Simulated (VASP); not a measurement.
**Ca: single point with PBEsol**

Ca, a slab with vacuum:

```
Ca
1.0
    11.83697    0.00000    0.00000
     5.91848   10.25112    0.00000
     0.00000    0.00000   19.44323
Ca
28
Direct
  0.11111 0.11111 0.05143
  0.44445 0.11111 0.05143
  0.77778 0.11111 0.05143
  0.11111 0.44445 0.05143
  0.44444 0.44445 0.05143
  0.77778 0.44445 0.05143
  0.11111 0.77778 0.05143
  0.44444 0.77778 0.05143
  0.77778 0.77778 0.05143
  0.87460 0.22912 0.20871
  0.21343 0.23724 0.21956
  0.55226 0.21840 0.21433
  0.88676 0.57911 0.21034
  0.21672 0.55118 0.20519
  0.54811 0.56185 0.21011
  0.87544 0.89110 0.23322
  0.20419 0.90754 0.20501
  0.52709 0.90361 0.22585
  0.94756 0.02167 0.38541
  0.34007 0.99493 0.37459
  0.65741 0.98476 0.38575
  0.99537 0.33773 0.37828
  0.34556 0.30985 0.38162
  0.62634 0.36612 0.36756
  0.00493 0.64769 0.36802
  0.28368 0.68852 0.36795
  0.66834 0.65657 0.36539
  0.50781 0.65211 0.52823
```

- Program: VASP 6.6.1
- Task: single point
- Functional: PBEsol
- Potentials or basis: VASP PAW PBE potentials, release 64 (Ca_sv)
- Cutoff: 520 eV
- k mesh: 1 × 1 × 1
- Occupations: fermi-dirac, width 0.05 eV
- Spin: no spin polarisation

```json
{"Largest force": "0.699 eV/Å"}
```

Forces on the atoms (eV/Å):
```
Ca   0.022  0.101 -0.025
Ca  -0.053  0.006  0.183
Ca  -0.015 -0.046  0.134
Ca  -0.060 -0.018 -0.010
Ca   0.019 -0.037  0.068
Ca   0.028  0.068  0.040
Ca  -0.079  0.020  0.101
Ca   0.004  0.026  0.060
Ca  -0.047  0.110  0.145
Ca   0.130  0.113  0.245
Ca  -0.152 -0.101 -0.104
Ca  -0.004  0.033  0.012
Ca  -0.482 -0.395 -0.072
Ca   0.279  0.129  0.210
Ca  -0.116  0.139 -0.137
Ca   0.177  0.087 -0.471
Ca  -0.091 -0.186  0.293
Ca   0.384 -0.183 -0.555
Ca   0.463  0.017 -0.069
Ca  -0.589 -0.066  0.285
Ca   0.044  0.023  0.001
Ca  -0.188 -0.187 -0.071
Ca  -0.148  0.347 -0.095
Ca   0.160 -0.199  0.175
Ca  -0.150  0.092  0.215
Ca   0.524 -0.039 -0.136
Ca   0.001  0.144 -0.080
Ca  -0.059  0.002 -0.346
```

Levels at points of the mesh, in eV from the Fermi level:
```
           k point  band 137  band 138  band 139  band 140  band 141  band 142  band 143  band 144
(0.00, 0.00, 0.00)     -0.17     -0.16     -0.14     -0.13      0.08      0.16      0.20      0.22
```

It took 18 min on 1 thread of Intel(R) Xeon(R) Platinum 8375C CPU @ 2.90GHz (Ice Lake) (shared host), peak memory 1.9 GiB.

Caveat: the k points lie up to 0.61 Å⁻¹ apart; there is no dipole correction, which matters where the two faces differ; the PAW data sets were made with another functional, which shifts forces and pressure a little.
